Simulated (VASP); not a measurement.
# Mg2Sn (Fm-3m) in VASP: further runs

The runs below take Mg2Sn through single point, with PBE.

All numbers are computed with VASP 6.6.1; they aren't measurements. Logs are shortened: lines on timing, memory, paths and dates and some standing lists are left out, and cuts for length are marked.

### 1 The cell of the first run

Symmetry: Fm-3m, No. 225, cubic system. Conventional cell: a = 6.781 Å, b = 6.781 Å, c = 6.781 Å, α = 90.00°, β = 90.00°, γ = 90.00°. Mg (site symmetry -43m) has 4 Sn at 2.94 Å and 6 Mg at 3.39 Å within 3.9 Å. Sn (site symmetry m-3m) has 8 Mg at 2.94 Å within 3.9 Å.

### 2 Single point, PBE

Input file INCAR:

```
ALGO = Normal
EDIFF = 1E-6
ENCUT = 600
GGA = PE
GGA_COMPAT = F
ISIF = 2
ISMEAR = 0
LASPH = T
LCHARG = T
LELF = T
LREAL = F
LVHAR = T
LWAVE = F
NBANDS = 16
NELM = 120
PREC = Accurate
SIGMA = 0.05
```

Input file KPOINTS:

```
k-points
0
Gamma
  6 6 6
```

Input file POSCAR:

```
Mg2Sn
1.0
    0.0000000000      3.3907276572      3.3907276572
    3.3907276572      0.0000000000      3.3907276572
    3.3907276572      3.3907276572      0.0000000000
Mg Sn
2 1
Direct
    0.2500000000      0.2500000000      0.2500000000
    0.7500000000      0.7500000000      0.7500000000
    0.0000000000      0.0000000000      0.0000000000
```

Potentials or basis: VASP PAW PBE potentials, release 64 (Mg, Sn_d).

The run is started by

```console
$ cat potpaw_PBE.64/Mg/POTCAR potpaw_PBE.64/Sn_d/POTCAR > POTCAR
$ mpirun -np 1 vasp_std > vasp.out
```

OUTCAR:

```text
EDIFF = 1E-6
   ENCUT = 600
   GGA = PE
   ISIF = 2
   ISMEAR = 0
   LASPH = T
   LREAL = F
   NELM = 120
   PREC = Accurate

 ion  position               nearest neighbor table
   1  0.250  0.250  0.250-   3 2.94   3 2.94   3 2.94   3 2.94   2 3.39   2 3.39   2 3.39   2 3.39
                             2 3.39   2 3.39
   2  0.750  0.750  0.750-   3 2.94   3 2.94   3 2.94   3 2.94   1 3.39   1 3.39   1 3.39   1 3.39
                             1 3.39   1 3.39
   3  0.000  0.000  0.000-   2 2.94   2 2.94   2 2.94   1 2.94   2 2.94   1 2.94   1 2.94   1 2.94

  LATTYP: Found a face centered cubic cell.
 ALAT       =     6.7814553144

  Lattice vectors:

 A1 = (   0.0000000000,   3.3907276572,   3.3907276572)
 A2 = (   3.3907276572,   0.0000000000,   3.3907276572)
 A3 = (   3.3907276572,   3.3907276572,   0.0000000000)

Analysis of symmetry for initial positions (statically):
=====================================================================
 Subroutine PRICEL returns:
 Original cell was already a primitive cell.

 Routine SETGRP: Setting up the symmetry group for a
 face centered cubic supercell.

 Subroutine GETGRP returns: Found 48 space group operations
 (whereof 48 operations were pure point group operations)
 out of a pool of 48 trial point group operations.

The static configuration has the point symmetry O_h .

Analysis of symmetry for dynamics (positions and initial velocities):
=====================================================================
 Subroutine PRICEL returns:
 Original cell was already a primitive cell.

 Routine SETGRP: Setting up the symmetry group for a
 face centered cubic supercell.

 Subroutine GETGRP returns: Found 48 space group operations
 (whereof 48 operations were pure point group operations)
 out of a pool of 48 trial point group operations.

The dynamic configuration has the point symmetry O_h .

 Subroutine INISYM returns: Found 48 space group operations
 (whereof 48 operations are pure point group operations),
 and found     1 'primitive' translations

----------------------------------------------------------------------------------------

                                     Primitive cell

  volume of cell :      77.9666

  direct lattice vectors                    reciprocal lattice vectors
     0.000000000  3.390727657  3.390727657    -0.147460973  0.147460973  0.147460973
     3.390727657  0.000000000  3.390727657     0.147460973 -0.147460973  0.147460973
     3.390727657  3.390727657  0.000000000     0.147460973  0.147460973 -0.147460973

  length of vectors
     4.795213039  4.795213039  4.795213039     0.255409898  0.255409898  0.255409898

  position of ions in fractional coordinates (direct lattice)
     0.250000000  0.250000000  0.250000000
     0.750000000  0.750000000  0.750000000
     0.000000000  0.000000000  0.000000000

  ion indices of the primitive-cell ions
   primitive index   ion index
                 1           1
                 2           2
                 3           3

----------------------------------------------------------------------------------------

 KPOINTS: k-points

Automatic generation of k-mesh.
 Grid dimensions read from file:
 generate k-points for:    6    6    6

 Generating k-lattice:

  Cartesian coordinates                     Fractional coordinates (reciprocal lattice)
    -0.024576829  0.024576829  0.024576829     0.166666667  0.000000000  0.000000000
     0.024576829 -0.024576829  0.024576829     0.000000000  0.166666667  0.000000000
     0.024576829  0.024576829 -0.024576829     0.000000000  0.000000000  0.166666667

  Length of vectors
     0.042568316  0.042568316  0.042568316

  Shift w.r.t. Gamma in fractional coordinates (k-lattice)
     0.000000000  0.000000000  0.000000000

 Subroutine IBZKPT returns following result:
 ===========================================

 Found     16 irreducible k-points:

 Following reciprocal coordinates:
            Coordinates               Weight
  0.000000  0.000000  0.000000      1.000000
  0.166667  0.000000  0.000000      8.000000
  0.333333  0.000000  0.000000      8.000000
  0.500000  0.000000  0.000000      4.000000
  0.166667  0.166667  0.000000      6.000000
  0.333333  0.166667  0.000000     24.000000
[... 8 lines left out ...]
 -0.333333  0.333333  0.166667     24.000000
 -0.333333  0.500000  0.166667     12.000000
   k-points           NKPTS =     16   k-points in BZ     NKDIM =     16   number of bands    NBANDS=     16
   number of dos      NEDOS =    301   number of ions     NIONS =      3
   total plane-waves  NPLWV =  64000
   dimension x,y,z NGX =    40 NGY =   40 NGZ =   40
   dimension x,y,z NGXF=    80 NGYF=   80 NGZF=   80
   ions per type =               2   1
   NGX,Y,Z   is equivalent  to a cutoff of  13.87, 13.87, 13.87 a.u.
   NGXF,Y,Z  is equivalent  to a cutoff of  27.74, 27.74, 27.74 a.u.
 SYSTEM =  unknown system
   PREC   = accura    normal or accurate (medium, high low for compatibility)
   ISTART =      0    job   : 0-new  1-cont  2-samecut
   ICHARG =      2    charge: 1-file 2-atom 10-const
   ISPIN  =      1    spin polarized calculation?
   LNONCOLLINEAR =      F non collinear calculations
   LSORBIT =      F    spin-orbit coupling
   LASPH  =      T    aspherical Exc in radial PAW
   ENCUT  =  600.0 eV  44.10 Ry    6.64 a.u.   9.58  9.58  9.58*2*pi/ulx,y,z
   NELM   =    120;   NELMIN=  2; NELMDL= -5     # of ELM steps
   EDIFF  = 0.1E-05   stopping-criterion for ELM
   LREAL  =      F    real-space projection
   EDIFFG = 0.1E-04   stopping-criterion for IOM
   NSW    =      0    number of steps for IOM
   IBRION =     -1    ionic relax: 0-MD 1-quasi-New 2-CG
   NFREE  =      0    steps in history (QN), initial steepest desc. (CG)
   ISIF   =      2    stress and relaxation
   ISYM   =      2    0-nonsym 1-usesym 2-fastsym
   POTIM  = 0.5000    time-step for ionic-motion
   TEBEG  =    0.0;   TEEND  =   0.0 temperature during run
   PSTRESS=    0.0 pullay stress
   NELECT =      18.0000    total number of electrons
   NUPDOWN=      -1.0000    fix difference up-down
   EMIN   =  10.00;   EMAX   =-10.00  energy-range for DOS
   EFERMI =   0.00;   METHOD = LEGACY
   ISMEAR =     0;   SIGMA  =   0.05  broadening in eV -4-tet -1-fermi 0-gaus
   EFERMI_NEDOS =   21; number of points for ismear=-14 and -15
   IALGO  =     38    algorithm
   IMIX   =      4    mixing-type and parameters
     AMIX     =   0.40;   BMIX     =  1.00
     AMIX_MAG =   1.60;   BMIX_MAG =  1.00
  volume/ion in A,a.u.               =      25.99       175.38
  Fermi-wavevector in a.u.,A,eV,Ry     =   1.004298  1.897849 13.723043  1.008615
  Thomas-Fermi vector in A             =   2.136905
   LORBIT       =      0    0 simple, 1 ext, 2 COOP (PROOUT), +10 PAW based schemes
   GGA     = PE    functional components
   LHFCALC =     F    Hartree Fock is set to
   AEXX    =    0.0000 exact exchange contribution
   IVDW    =     0    specifies the selected vdW correction
   LEPSILON=     F    determine dielectric tensor
   LRPA    =     F    only Hartree local field effects (RPA)
 non-spin polarized calculation
 Gauss-broadening in eV      SIGMA  =   0.05
  energy-cutoff  :      600.00
  volume of cell :       77.97
 maximum number of plane-waves:      2637
 NGX is ok and might be reduce to    40
   NGX = 19   NGY = 19   NGZ = 19

 number of electron      18.0000003 magnetization

 Free energy of the ion-electron system (eV)
  ---------------------------------------------------
  ext. energy  EPLUGINS =         0.00000000
  ---------------------------------------------------
  free energy    TOTEN  =        -7.40571697 eV

  energy without entropy =       -7.40568237  energy(sigma->0) =       -7.40569967

 E-fermi :   4.1336     XC(G=0):  -8.7239

 val. band max:        4.0452942873   @ k =   0.5000   0.5000   0.0000
 cond. band min:       4.2219269556   @ k =   0.0000   0.0000   0.0000
 fundamental gap:      0.1766326683
 Fermi energy:         4.1336106522

 k-point     1 :       0.0000    0.0000    0.0000
  band No.  band energies     occupation
      1     -16.7462      2.00000
      2     -16.7462      2.00000
      3     -16.7462      2.00000
      4     -16.7087      2.00000
      5     -16.7087      2.00000
      6      -4.8467      2.00000
[... 8 lines left out ...]
     15       9.6547      0.00000
     16       9.6547      0.00000

 k-point     2 :       0.1667    0.0000    0.0000
  band No.  band energies     occupation
      1     -16.7461      2.00000
      2     -16.7454      2.00000
      3     -16.7454      2.00000
      4     -16.7086      2.00000
      5     -16.7086      2.00000
      6      -4.6260      2.00000
[... 8 lines left out ...]
     15       8.6086      0.00000
     16       9.1115      0.00000

 k-point     3 :       0.3333    0.0000    0.0000
  band No.  band energies     occupation
      1     -16.7457      2.00000
      2     -16.7438      2.00000
      3     -16.7438      2.00000
      4     -16.7083      2.00000
      5     -16.7083      2.00000
      6      -4.0433      2.00000
[... 8 lines left out ...]
     15       9.4095      0.00000
     16       9.7543      0.00000

 k-point     4 :       0.5000    0.0000    0.0000
  band No.  band energies     occupation
      1     -16.7456      2.00000
      2     -16.7431      2.00000
      3     -16.7431      2.00000
      4     -16.7081      2.00000
      5     -16.7081      2.00000
      6      -3.5980      2.00000
[... 8 lines left out ...]
     15      11.0785      0.00000
     16      11.6624      0.00000
[... 172 lines left out ...]
 k-point    14 :       0.5000    0.3333    0.1667
  band No.  band energies     occupation
      1     -16.7465      2.00000
      2     -16.7428      2.00000
      3     -16.7414      2.00000
      4     -16.7094      2.00000
      5     -16.7071      2.00000
      6      -3.5771      2.00000
[... 8 lines left out ...]
     15      10.9924      0.00000
     16      11.6665      0.00000

 k-point    15 :      -0.3333    0.3333    0.1667
  band No.  band energies     occupation
      1     -16.7447      2.00000
      2     -16.7442      2.00000
      3     -16.7406      2.00000
      4     -16.7092      2.00000
      5     -16.7073      2.00000
      6      -3.2256      2.00000
[... 8 lines left out ...]
     15      11.4693      0.00000
     16      11.9059      0.00000

 k-point    16 :      -0.3333    0.5000    0.1667
  band No.  band energies     occupation
      1     -16.7470      2.00000
      2     -16.7421      2.00000
      3     -16.7397      2.00000
      4     -16.7099      2.00000
      5     -16.7065      2.00000
      6      -3.0704      2.00000
[... 8 lines left out ...]
     15      12.0705      0.00000
     16      12.4244      0.00000

------------------------ aborting loop because EDIFF is reached ----------------------------------------

  FORCE on cell =-STRESS in cart. coord.  units (eV):
  Direction    XX          YY          ZZ          XY          YZ          ZX
  --------------------------------------------------------------------------------------
  -------------------------------------------------------------------------------------
  Total        0.3171535      0.3171535      0.3171535     -0.0000000      0.0000000      0.0000000
  in kB        6.5173554      6.5173554      6.5173554     -0.0000000      0.0000000      0.0000000
  external PRESSURE =       6.5173554 kB  Pullay stress =       0.0000000 kB

 VOLUME and BASIS-vectors are now :
 -----------------------------------------------------------------------------
  energy-cutoff  :      600.00
  volume of cell :       77.97
      direct lattice vectors                 reciprocal lattice vectors
     0.000000000  3.390727657  3.390727657    -0.147460973  0.147460973  0.147460973
     3.390727657  0.000000000  3.390727657     0.147460973 -0.147460973  0.147460973
     3.390727657  3.390727657  0.000000000     0.147460973  0.147460973 -0.147460973

 POSITION                                       TOTAL-FORCE (eV/Angst)
 -----------------------------------------------------------------------------------
      1.69536      1.69536      1.69536         0.000000      0.000000      0.000000
      5.08609      5.08609      5.08609        -0.000000     -0.000000     -0.000000
      0.00000      0.00000      0.00000         0.000000     -0.000000      0.000000
 -----------------------------------------------------------------------------------
    total drift:                               -0.000000      0.000000     -0.000000

  FREE ENERGIE OF THE ION-ELECTRON SYSTEM (eV)
  ---------------------------------------------------
  free  energy   TOTEN  =        -7.4057169717 eV

  energy  without entropy=       -7.4056823672  energy(sigma->0) =       -7.40569967
```

It took 45 s on 1 thread of Intel Xeon 8259CL, shared host; peak memory 0.25 GiB.

Results:

* Free energy: -7.4057 eV
* Pressure: 0.7 GPa
* Band gap on the k mesh: zero (bands 9 and 10 overlap by 0.18 eV)

Caveat: spin-orbit coupling is left out, which moves the levels of the heavy elements.

### 3 Single point, PBE (26.10 Å³/atom)

This run uses another cell than the first one, of 26.10 Å³/atom.

Input file INCAR:

```
SYSTEM = Mg2Sn
PREC = Accurate
ENCUT = 600
EDIFF = 1E-6
ISMEAR = 0
SIGMA = 0.05
LREAL = .False.
LASPH = .True.
NELM = 120
ALGO = Normal
ISIF = 2
LWAVE = .False.
LCHARG = .False.
GGA = PE
NBANDS = 16
GGA_COMPAT = .False.
```

Input file KPOINTS:

```
regular mesh
0
Gamma
  6 6 6
  0 0 0
```

Input file POSCAR:

```
Mg2Sn
1.0
    0.0000000000      3.3954517072      3.3954517072
    3.3954517072      0.0000000000      3.3954517072
    3.3954517072      3.3954517072      0.0000000000
Mg Sn
2 1
Direct
    0.2500000000      0.2500000000      0.2500000000
    0.7500000000      0.7500000000      0.7500000000
    0.0000000000      0.0000000000      0.0000000000
```

Potentials or basis: VASP PAW PBE potentials, release 64 (Mg, Sn_d).

The run is started by

```console
$ cat potpaw_PBE.64/Mg/POTCAR potpaw_PBE.64/Sn_d/POTCAR > POTCAR
$ mpirun -np 1 vasp_std > vasp.out
```

OUTCAR:

```text
SYSTEM = Mg2Sn
   PREC = Accurate
   ENCUT = 600
   EDIFF = 1E-6
   ISMEAR = 0
   LREAL = .False.
   LASPH = .True.
   NELM = 120
   ISIF = 2
   GGA = PE

 ion  position               nearest neighbor table
   1  0.250  0.250  0.250-   3 2.94   3 2.94   3 2.94   3 2.94   2 3.40   2 3.40   2 3.40   2 3.40
                             2 3.40   2 3.40
   2  0.750  0.750  0.750-   3 2.94   3 2.94   3 2.94   3 2.94   1 3.40   1 3.40   1 3.40   1 3.40
                             1 3.40   1 3.40
   3  0.000  0.000  0.000-   1 2.94   2 2.94   2 2.94   2 2.94   2 2.94   1 2.94   1 2.94   1 2.94

  LATTYP: Found a face centered cubic cell.
 ALAT       =     6.7909034144

  Lattice vectors:

 A1 = (   0.0000000000,   3.3954517072,   3.3954517072)
 A2 = (   3.3954517072,   0.0000000000,   3.3954517072)
 A3 = (   3.3954517072,   3.3954517072,   0.0000000000)

Analysis of symmetry for initial positions (statically):
=====================================================================
 Subroutine PRICEL returns:
 Original cell was already a primitive cell.

 Routine SETGRP: Setting up the symmetry group for a
 face centered cubic supercell.

 Subroutine GETGRP returns: Found 48 space group operations
 (whereof 48 operations were pure point group operations)
 out of a pool of 48 trial point group operations.

The static configuration has the point symmetry O_h .

Analysis of symmetry for dynamics (positions and initial velocities):
=====================================================================
 Subroutine PRICEL returns:
 Original cell was already a primitive cell.

 Routine SETGRP: Setting up the symmetry group for a
 face centered cubic supercell.

 Subroutine GETGRP returns: Found 48 space group operations
 (whereof 48 operations were pure point group operations)
 out of a pool of 48 trial point group operations.

The dynamic configuration has the point symmetry O_h .

 Subroutine INISYM returns: Found 48 space group operations
 (whereof 48 operations are pure point group operations),
 and found     1 'primitive' translations

[... 108 lines left out ...]
  volume/ion in A,a.u.               =      26.10       176.12
  Fermi-wavevector in a.u.,A,eV,Ry     =   1.002901  1.895208 13.684884  1.005811
  Thomas-Fermi vector in A             =   2.135418
   LORBIT       =      0    0 simple, 1 ext, 2 COOP (PROOUT), +10 PAW based schemes
   GGA     = PE    functional components
   LHFCALC =     F    Hartree Fock is set to
   AEXX    =    0.0000 exact exchange contribution
   IVDW    =     0    specifies the selected vdW correction
   LEPSILON=     F    determine dielectric tensor
   LRPA    =     F    only Hartree local field effects (RPA)
 non-spin polarized calculation
 Gauss-broadening in eV      SIGMA  =   0.05
  energy-cutoff  :      600.00
  volume of cell :       78.29
 maximum number of plane-waves:      2637
 NGX is ok and might be reduce to    40
   NGX = 19   NGY = 19   NGZ = 19

 number of electron      18.0000004 magnetization

 Free energy of the ion-electron system (eV)
  ---------------------------------------------------
  ext. energy  EPLUGINS =         0.00000000
  ---------------------------------------------------
  free energy    TOTEN  =        -7.40657142 eV

  energy without entropy =       -7.40654437  energy(sigma->0) =       -7.40655790

 E-fermi :   4.1010     XC(G=0):  -8.7088

 val. band max:        4.0092542596   @ k =   0.5000   0.5000   0.0000
 cond. band min:       4.1927260826   @ k =   0.0000   0.0000   0.0000
 fundamental gap:      0.1834718230
 Fermi energy:         4.1009902148

 k-point     1 :       0.0000    0.0000    0.0000
  band No.  band energies     occupation
      1     -16.7740      2.00000
      2     -16.7740      2.00000
      3     -16.7740      2.00000
      4     -16.7369      2.00000
      5     -16.7369      2.00000
      6      -4.8569      2.00000
[... 281 lines left out ...]
      3     -16.7676      2.00000
      4     -16.7381      2.00000
      5     -16.7348      2.00000
      6      -3.0910      2.00000
[... 8 lines left out ...]
     15      12.0164      0.00000
     16      12.3684      0.00000

------------------------ aborting loop because EDIFF is reached ----------------------------------------

  FORCE on cell =-STRESS in cart. coord.  units (eV):
  Direction    XX          YY          ZZ          XY          YZ          ZX
  --------------------------------------------------------------------------------------
  -------------------------------------------------------------------------------------
  Total        0.2286579      0.2286579      0.2286579     -0.0000000      0.0000000     -0.0000000
  in kB        4.6792269      4.6792269      4.6792269     -0.0000000      0.0000000     -0.0000000
  external PRESSURE =       4.6792269 kB  Pullay stress =       0.0000000 kB

 VOLUME and BASIS-vectors are now :
 -----------------------------------------------------------------------------
  energy-cutoff  :      600.00
  volume of cell :       78.29
      direct lattice vectors                 reciprocal lattice vectors
     0.000000000  3.395451707  3.395451707    -0.147255813  0.147255813  0.147255813
     3.395451707  0.000000000  3.395451707     0.147255813 -0.147255813  0.147255813
     3.395451707  3.395451707  0.000000000     0.147255813  0.147255813 -0.147255813

 POSITION                                       TOTAL-FORCE (eV/Angst)
 -----------------------------------------------------------------------------------
      1.69773      1.69773      1.69773        -0.000000      0.000000     -0.000000
      5.09318      5.09318      5.09318         0.000000     -0.000000      0.000000
      0.00000      0.00000      0.00000        -0.000000     -0.000000     -0.000000
 -----------------------------------------------------------------------------------
    total drift:                               -0.000000      0.000000     -0.000000

  FREE ENERGIE OF THE ION-ELECTRON SYSTEM (eV)
  ---------------------------------------------------
  free  energy   TOTEN  =        -7.4065714208 eV

  energy  without entropy=       -7.4065443703  energy(sigma->0) =       -7.40655790
```

stdout:

```text
POSCAR found type information on POSCAR MgSn
 POSCAR found :  2 types and       3 ions
 scaLAPACK will be used
 LDA part: xc-table for (Slater+PW92), standard interpolation
 POSCAR, INCAR and KPOINTS ok, starting setup
 FFT: planning ... GRIDC
 FFT: planning ... GRID_SOFT
 FFT: planning ... GRID
 WAVECAR not read
 entering main loop
```

It took 44 s on 1 thread of Intel Xeon 8259CL, shared host; peak memory 0.25 GiB.

Results:

```yaml
Free_energy: -7.4066 eV
Pressure: 0.5 GPa
Band_gap_on_the_k_mesh: zero (bands 9 and 10 overlap by 0.18 eV)
```

Caveat: spin-orbit coupling is left out, which moves the levels of the heavy elements.

(Part 1 of 2 ends here.)
